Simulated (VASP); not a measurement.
The system is Cu4Mo.

```xyz
5
Lattice="3.8697 0.0000 0.0000 -1.9349 3.3513 0.0000 0.0000 0.0000 5.2184" Properties=species:S:1:pos:R:3 pbc="T T T"
Cu    0.0000    2.2342    2.4597
Cu    1.9349    1.1171    2.7587
Cu    0.0000    2.2342    0.1050
Cu    1.9349    1.1171    5.1134
Mo    0.0000    0.0000    2.6092
```

The cell was generated, and may not be a known phase.

| Property | Result |
| --- | --- |
| Program | VASP 6.6.1 |
| Task | relaxation of cell and atoms |
| Functional | PBE |
| Potentials or basis | VASP PAW PBE potentials, release 64 (Cu, Mo_sv) |
| Cutoff | 600 eV |
| k mesh | 6 × 6 × 4 |
| Occupations | gaussian, width 0.1 eV |
| Spin | no spin polarisation |

At the start: pressure 41.2 GPa; volume 13.53 Å³/atom.

Question: How do energy, volume and symmetry change on relaxing?

Answer: Over 54 steps the energy falls by 904.1 meV/atom and the volume is 14.30 Å³/atom (+5.6 %); space group P-3m1 (No. 164, to 0.1 Å) before and after.

The path:
| step | energy change (eV) | largest force (eV/Å) | pressure (GPa) | volume (Å³) |
| --- | --- | --- | --- | --- |
| 1 | 0.0000 | 0.4576 | 41.20 | 67.67 |
| 3 | -2.7408 | 0.9688 | -5.67 | 83.72 |
| 5 | -2.7489 | 0.9451 | -4.11 | 82.42 |
| 7 | -3.3192 | 0.7769 | 2.37 | 74.00 |
| 9 | -3.3341 | 0.9220 | 1.01 | 74.81 |
| 11 | -3.3984 | 0.0685 | 1.28 | 74.50 |
| 13 | -3.4140 | 0.1008 | -0.18 | 75.49 |
| 15 | -3.4149 | 0.0888 | 0.27 | 75.25 |
| 17 | -3.4174 | 0.1455 | 0.13 | 75.33 |
| 19 | -3.4284 | 0.3961 | -0.62 | 75.69 |
| 21 | -3.4410 | 1.3893 | -3.12 | 77.16 |
| 23 | -3.4467 | 1.0075 | -2.21 | 76.60 |
| 25 | -3.4475 | 1.0207 | -2.30 | 76.61 |
| 27 | -3.4504 | 1.0741 | -2.36 | 76.68 |
| 29 | -3.4609 | 1.2940 | -2.84 | 76.94 |
| 31 | -3.4834 | 1.6641 | -3.92 | 77.34 |
| 33 | -3.5977 | 2.2093 | -4.67 | 77.76 |
| 35 | -3.6218 | 2.3831 | -4.72 | 77.96 |
| 37 | -3.8392 | 2.0644 | -4.12 | 77.40 |
| 39 | -3.9608 | 1.8504 | -4.06 | 76.90 |
| 41 | -4.4821 | 0.3553 | -2.72 | 73.39 |
| 43 | -4.4950 | 0.2065 | -1.70 | 72.69 |
| 45 | -4.5091 | 0.1685 | 0.21 | 71.46 |
| 47 | -4.5119 | 0.1112 | 0.35 | 71.29 |
| 49 | -4.5124 | 0.1762 | -0.18 | 71.60 |
| 51 | -4.5144 | 0.1161 | 0.02 | 71.44 |
| 53 | -4.5192 | 0.0377 | 0.54 | 71.21 |
| 54 | -4.5204 | 0.0229 | -0.05 | 71.50 |

Final structure:
```
Cu Mo
1.0
     4.14147    0.00000    0.00000
    -2.07074    3.58662    0.00000
     0.00000    0.00000    4.81330
Cu Mo
4 1
Direct
  0.33333 0.66667 0.33005
  0.66667 0.33333 0.66995
  0.33333 0.66667 0.83991
  0.66667 0.33333 0.16009
  0.00000 0.00000 0.50000
```
